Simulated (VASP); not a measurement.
# W (Fm-3m) in VASP: single point with PBE

Aim: the single point of W with PBE.

Everything below comes from runs of VASP 6.6.1. Logs are shortened: lines on timing, memory, paths and dates and some standing lists are left out, and cuts for length are marked.

**1. The cell of the first run**

The structure is cubic, space group Fm-3m (No. 225). The conventional cell has a = 4.060 Å, b = 4.060 Å, c = 4.060 Å, α = 90.00°, β = 90.00°, γ = 90.00°. Within 3.8 Å of W (site symmetry m-3m) lie 12 W at 2.87 Å.

**2. Single point, PBE**

The input, INCAR:

```
  PREC = Accurate
  ENCUT = 520
  EDIFF = 1E-6
  ISMEAR = 1
  SIGMA = 0.2
  LREAL = False
  LASPH = True
  NELM = 100
  ALGO = Normal
  ISIF = 2
  LWAVE = False
  LCHARG = False
  GGA = PE
  NBANDS = 13
```

The input, KPOINTS:

```
regular mesh
0
Gamma
  22 22 22
```

The input, POSCAR:

```
W
1.0
    0.0000000000      2.0300000000      2.0300000000
    2.0300000000      0.0000000000      2.0300000000
    2.0300000000      2.0300000000      0.0000000000
W
1
Direct
    0.0000000000      0.0000000000      0.0000000000
```

Potentials or basis: VASP PAW PBE potentials, release 64 (W_sv).

On the command line:

```
$ cat potpaw_PBE.64/W_sv/POTCAR > POTCAR
$ mpirun -np 1 vasp_std > vasp.out
```

OUTCAR:

```text
PREC = Accurate
   ENCUT = 520
   EDIFF = 1E-6
   ISMEAR = 1
   LREAL = False
   LASPH = True
   NELM = 100
   ISIF = 2
   GGA = PE

 ion  position               nearest neighbor table
   1  0.000  0.000  0.000-

  LATTYP: Found a face centered cubic cell.
 ALAT       =     4.0600000000

  Lattice vectors:

 A1 = (   0.0000000000,   2.0300000000,   2.0300000000)
 A2 = (   2.0300000000,   0.0000000000,   2.0300000000)
 A3 = (   2.0300000000,   2.0300000000,   0.0000000000)

Analysis of symmetry for initial positions (statically):
=====================================================================
 Subroutine PRICEL returns:
 Original cell was already a primitive cell.

 Routine SETGRP: Setting up the symmetry group for a
 face centered cubic supercell.

 Subroutine GETGRP returns: Found 48 space group operations
 (whereof 48 operations were pure point group operations)
 out of a pool of 48 trial point group operations.

The static configuration has the point symmetry O_h .

Analysis of symmetry for dynamics (positions and initial velocities):
=====================================================================
 Subroutine PRICEL returns:
 Original cell was already a primitive cell.

 Routine SETGRP: Setting up the symmetry group for a
 face centered cubic supercell.

 Subroutine GETGRP returns: Found 48 space group operations
 (whereof 48 operations were pure point group operations)
 out of a pool of 48 trial point group operations.

The dynamic configuration has the point symmetry O_h .

 Subroutine INISYM returns: Found 48 space group operations
 (whereof 48 operations are pure point group operations),
 and found     1 'primitive' translations

----------------------------------------------------------------------------------------

                                     Primitive cell

  volume of cell :      16.7309

  direct lattice vectors                    reciprocal lattice vectors
     0.000000000  2.030000000  2.030000000    -0.246305419  0.246305419  0.246305419
     2.030000000  0.000000000  2.030000000     0.246305419 -0.246305419  0.246305419
     2.030000000  2.030000000  0.000000000     0.246305419  0.246305419 -0.246305419

  length of vectors
     2.870853532  2.870853532  2.870853532     0.426613499  0.426613499  0.426613499

  position of ions in fractional coordinates (direct lattice)
     0.000000000  0.000000000  0.000000000

  ion indices of the primitive-cell ions
   primitive index   ion index
                 1           1

----------------------------------------------------------------------------------------

 KPOINTS: regular mesh

Automatic generation of k-mesh.
 Grid dimensions read from file:
 generate k-points for:   22   22   22

 Generating k-lattice:

  Cartesian coordinates                     Fractional coordinates (reciprocal lattice)
    -0.011195701  0.011195701  0.011195701     0.045454545  0.000000000  0.000000000
     0.011195701 -0.011195701  0.011195701     0.000000000  0.045454545  0.000000000
     0.011195701  0.011195701 -0.011195701     0.000000000  0.000000000  0.045454545

  Length of vectors
     0.019391523  0.019391523  0.019391523

  Shift w.r.t. Gamma in fractional coordinates (k-lattice)
     0.000000000  0.000000000  0.000000000

 Subroutine IBZKPT returns following result:
 ===========================================

 Found    328 irreducible k-points:

 Following reciprocal coordinates:
            Coordinates               Weight
  0.000000  0.000000  0.000000      1.000000
  0.045455  0.000000  0.000000      8.000000
  0.090909  0.000000  0.000000      8.000000
  0.136364  0.000000  0.000000      8.000000
  0.181818  0.000000  0.000000      8.000000
  0.227273  0.000000  0.000000      8.000000
[... 16 lines left out ...]
  0.500000  0.045455  0.000000     24.000000
 -0.454545  0.045455  0.000000     24.000000
 [... further k-points ...]
   k-points           NKPTS =    328   k-points in BZ     NKDIM =    328   number of bands    NBANDS=     13
   number of dos      NEDOS =    301   number of ions     NIONS =      1
   total plane-waves  NPLWV =  13824
   dimension x,y,z NGX =    24 NGY =   24 NGZ =   24
   dimension x,y,z NGXF=    48 NGYF=   48 NGZF=   48
   ions per type =               1
   NGX,Y,Z   is equivalent  to a cutoff of  13.90, 13.90, 13.90 a.u.
   NGXF,Y,Z  is equivalent  to a cutoff of  27.80, 27.80, 27.80 a.u.
 SYSTEM =  unknown system
   PREC   = accura    normal or accurate (medium, high low for compatibility)
   ISTART =      0    job   : 0-new  1-cont  2-samecut
   ICHARG =      2    charge: 1-file 2-atom 10-const
   ISPIN  =      1    spin polarized calculation?
   LNONCOLLINEAR =      F non collinear calculations
   LSORBIT =      F    spin-orbit coupling
   LASPH  =      T    aspherical Exc in radial PAW
   ENCUT  =  520.0 eV  38.22 Ry    6.18 a.u.   5.34  5.34  5.34*2*pi/ulx,y,z
   NELM   =    100;   NELMIN=  2; NELMDL= -5     # of ELM steps
   EDIFF  = 0.1E-05   stopping-criterion for ELM
   LREAL  =      F    real-space projection
   EDIFFG = 0.1E-04   stopping-criterion for IOM
   NSW    =      0    number of steps for IOM
   IBRION =     -1    ionic relax: 0-MD 1-quasi-New 2-CG
   NFREE  =      0    steps in history (QN), initial steepest desc. (CG)
   ISIF   =      2    stress and relaxation
   ISYM   =      2    0-nonsym 1-usesym 2-fastsym
   POTIM  = 0.5000    time-step for ionic-motion
   TEBEG  =    0.0;   TEEND  =   0.0 temperature during run
   PSTRESS=    0.0 pullay stress
   NELECT =      14.0000    total number of electrons
   NUPDOWN=      -1.0000    fix difference up-down
   EMIN   =  10.00;   EMAX   =-10.00  energy-range for DOS
   EFERMI =   0.00;   METHOD = LEGACY
   ISMEAR =     1;   SIGMA  =   0.20  broadening in eV -4-tet -1-fermi 0-gaus
   EFERMI_NEDOS =   21; number of points for ismear=-14 and -15
   IALGO  =     38    algorithm
   IMIX   =      4    mixing-type and parameters
     AMIX     =   0.40;   BMIX     =  1.00
     AMIX_MAG =   1.60;   BMIX_MAG =  1.00
  volume/ion in A,a.u.               =      16.73       112.91
  Fermi-wavevector in a.u.,A,eV,Ry     =   1.542688  2.915258 32.380324  2.379887
  Thomas-Fermi vector in A             =   2.648457
   LORBIT       =      0    0 simple, 1 ext, 2 COOP (PROOUT), +10 PAW based schemes
   GGA     = PE    functional components
   LHFCALC =     F    Hartree Fock is set to
   AEXX    =    0.0000 exact exchange contribution
   IVDW    =     0    specifies the selected vdW correction
   LEPSILON=     F    determine dielectric tensor
   LRPA    =     F    only Hartree local field effects (RPA)
 non-spin polarized calculation
 Methfessel and Paxton  Order N= 1 SIGMA  =   0.20
  energy-cutoff  :      520.00
  volume of cell :       16.73
 maximum number of plane-waves:       465
 NGX is ok and might be reduce to    24
   NGX = 11   NGY = 11   NGZ = 11

 number of electron      14.0000002 magnetization

 Free energy of the ion-electron system (eV)
  ---------------------------------------------------
  ext. energy  EPLUGINS =         0.00000000
  ---------------------------------------------------
  free energy    TOTEN  =       -12.46792629 eV

  energy without entropy =      -12.46687317  energy(sigma->0) =      -12.46757525

 E-fermi :  10.2329     XC(G=0): -13.3277

 val. band max:       10.2288668376   @ k =   0.2273   0.0455   0.0000
 cond. band min:      10.2473881910   @ k =  -0.3182   0.1364   0.0000
 fundamental gap:      0.0185213534
 Fermi energy:        10.2328747735

 k-point     1 :       0.0000    0.0000    0.0000
  band No.  band energies     occupation
      1     -63.4813      2.00000
      2     -27.1360      2.00000
      3     -27.1360      2.00000
      4     -27.1360      2.00000
      5       1.3349      2.00000
      6       9.6932      2.00091
      7       9.6932      2.00091
      8       9.6932      2.00091
      9      12.7336     -0.00000
     10      12.7336     -0.00000
     11      22.9872      0.00000
     12      28.1113      0.00000
     13      28.1113      0.00000

 k-point     2 :       0.0455    0.0000    0.0000
  band No.  band energies     occupation
      1     -63.4793      2.00000
      2     -27.1593      2.00000
      3     -27.1390      2.00000
      4     -27.1390      2.00000
      5       1.4241      2.00000
      6       9.6230      2.00014
      7       9.7355      2.00245
      8       9.7355      2.00245
      9      12.6946     -0.00000
     10      12.6946     -0.00000
     11      23.1681      0.00000
     12      27.6798      0.00000
     13      28.2784      0.00000

 k-point     3 :       0.0909    0.0000    0.0000
  band No.  band energies     occupation
      1     -63.4736      2.00000
      2     -27.2266      2.00000
      3     -27.1477      2.00000
      4     -27.1477      2.00000
      5       1.6857      2.00000
      6       9.4320      2.00000
      7       9.8517      2.02141
      8       9.8517      2.02141
      9      12.5965     -0.00000
     10      12.5965     -0.00000
     11      23.6761      0.00000
     12      26.7718      0.00000
     13      28.7682      0.00000
[... 305 lines left out ...]
 k-point    23 :       0.5000    0.0455    0.0000
  band No.  band energies     occupation
      1     -63.3834      2.00000
      2     -28.1997      2.00000
      3     -27.2947      2.00000
      4     -27.2858      2.00000
      5       4.8070      2.00000
      6       9.3546      2.00000
      7       9.5547      2.00002
      8      10.6772     -0.00733
      9      15.1458      0.00000
     10      15.2562      0.00000
     11      20.1809      0.00000
     12      22.8285      0.00000
     13      28.6446      0.00000

 k-point    24 :      -0.4545    0.0455    0.0000
  band No.  band energies     occupation
      1     -63.3840      2.00000
      2     -28.1929      2.00000
      3     -27.2978      2.00000
      4     -27.2808      2.00000
      5       4.8040      2.00000
      6       9.3770      2.00000
      7       9.5541      2.00002
      8      10.6082     -0.02334
      9      14.9636      0.00000
     10      15.3384      0.00000
     11      20.2634      0.00000
     12      22.8970      0.00000
     13      28.6033      0.00000

 [... further k-points ...]

------------------------ aborting loop because EDIFF is reached ----------------------------------------

  FORCE on cell =-STRESS in cart. coord.  units (eV):
  Direction    XX          YY          ZZ          XY          YZ          ZX
  --------------------------------------------------------------------------------------
  -------------------------------------------------------------------------------------
  Total       -0.4631473     -0.4631473     -0.4631473      0.0000000     -0.0000000      0.0000000
  in kB      -44.3518381    -44.3518381    -44.3518381      0.0000000     -0.0000000      0.0000000
  external PRESSURE =     -44.3518381 kB  Pullay stress =       0.0000000 kB

 VOLUME and BASIS-vectors are now :
 -----------------------------------------------------------------------------
  energy-cutoff  :      520.00
  volume of cell :       16.73
      direct lattice vectors                 reciprocal lattice vectors
     0.000000000  2.030000000  2.030000000    -0.246305419  0.246305419  0.246305419
     2.030000000  0.000000000  2.030000000     0.246305419 -0.246305419  0.246305419
     2.030000000  2.030000000  0.000000000     0.246305419  0.246305419 -0.246305419

 POSITION                                       TOTAL-FORCE (eV/Angst)
 -----------------------------------------------------------------------------------
      0.00000      0.00000      0.00000        -0.000000      0.000000     -0.000000
 -----------------------------------------------------------------------------------
    total drift:                                0.000000      0.000000      0.000000

  FREE ENERGIE OF THE ION-ELECTRON SYSTEM (eV)
  ---------------------------------------------------
  free  energy   TOTEN  =       -12.4679262930 eV

  energy  without entropy=      -12.4668731674  energy(sigma->0) =      -12.46757525
```

Run time: 56 s. Hardware: 1 thread of Intel Xeon 6975P-C, shared host; peak memory 0.19 GiB.

What came out:

| Quantity | Value |
| --- | --- |
| Free energy | -12.4679 eV |
| Pressure | -4.4 GPa |
| Band gap on the k mesh | zero (band 7 reaches 13.17 eV, above the bottom of band 8 at 9.69 eV) |

Caveat: spin-orbit coupling is left out, which moves the levels of the heavy elements.
